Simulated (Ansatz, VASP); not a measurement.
**Two plane-wave programs on Na**

```
Na
1.0
    -2.11165    2.11165    2.11165
     2.11165   -2.11165    2.11165
     2.11165    2.11165   -2.11165
Na
1
Direct
  0.00000 0.00000 0.00000
```

Alike in both runs: functional r2SCAN; k mesh 14 × 14 × 14; occupations gaussian, width 0.1 eV; no spin polarisation.

Ansatz relaxed the structure, and its values are those at the end. VASP's run is a single point on that final structure, the one shown.

```csv
,VASP,Ansatz
version,VASP 6.6.1,Ansatz 0.2.0
potentials or method,"VASP PAW PBE potentials, release 64 (Na_pv), cutoff 520 eV","scalar-relativistic, plane waves, PAW"
valence electrons in the cell,7,9
```

```tsv
	VASP	Ansatz	Ansatz less VASP
gap on the k mesh at the Fermi level (eV)	none	none	-
pressure (GPa)	0.1	0.0	-0.09
```

VASP's potentials were made for PBE, not for r2SCAN. A gap of «none» marks a metal or a gap that the smearing closes. VASP's potentials hold 7 valence electrons a cell and Ansatz's 9, so a difference there can come from the potentials and not from the codes.
